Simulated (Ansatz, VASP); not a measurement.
# One calculation of GaAs, two programs

File INCAR:

```
PREC = Accurate
ENCUT = 520
EDIFF = 1E-7
ISMEAR = 0
SIGMA = 0.1
LREAL = F
LASPH = T
NELM = 100
ALGO = Normal
ISIF = 2
LWAVE = F
LCHARG = T
GGA = PE
LELF = T
LVHAR = T
NBANDS = 16
```

The input KPOINTS:

```
Automatic mesh
0
Gamma
  6 6 6
```

File POSCAR:

```
GaAs
1.0
    0.0000000000      2.8750910500      2.8750910500
    2.8750910500      0.0000000000      2.8750910500
    2.8750910500      2.8750910500      0.0000000000
Ga As
1 1
Direct
    0.0000000000      0.0000000000      0.0000000000
    0.7500000000      0.7500000000      0.7500000000
```

Input for Ansatz:

```yaml
crystal:
  lattice:
    - [0.0, 2.87509105, 2.87509105]
    - [2.87509105, 0.0, 2.87509105]
    - [2.87509105, 2.87509105, 0.0]
  atoms:
    - { symbol: Ga, position: [0.0, 0.0, 0.0] }
    - { symbol: As, position: [0.75, 0.75, 0.75] }
basis:
  ecutwfc: 420
kpoints:
  mp_grid: { grid: [6, 6, 6] }
hamiltonian:
  xc: pbe
  pseudopotentials: { kind: paw, azcp: { folder: soft_1 } }
scf:
  occupations: { method: gaussian, width: 0.1 }
output:
  forces: true
  stress: true
  eigenvalues: true
```

Alike in both runs: task single point; functional PBE; k mesh 6 × 6 × 6; occupations gaussian, width 0.1 eV; no spin polarisation.

|  | VASP | Ansatz |
| --- | --- | --- |
| version | VASP 6.6.1 | Ansatz 0.2.0 |
| potentials or method | VASP PAW PBE potentials, release 64 (Ga_d, As), cutoff 520 eV | scalar-relativistic, plane waves, PAW |
| valence electrons in the cell | 18 | 28 |

VASP gave:

```
gap on the k mesh at the Fermi level (eV) : 0.14
least direct gap on the mesh (eV)         : 0.14
pressure (GPa)                            : 0.0
```

**Question.** Estimate Ansatz's values.

**Answer.** gap on the k mesh at the Fermi level (eV): 0.14; least direct gap on the mesh (eV): 0.14; pressure (GPa): -0.1.

The functional is the same, so the differences come from potentials, cutoffs and numerics. VASP's potentials hold 18 valence electrons a cell and Ansatz's 28, so a difference there can come from the potentials and not from the codes.
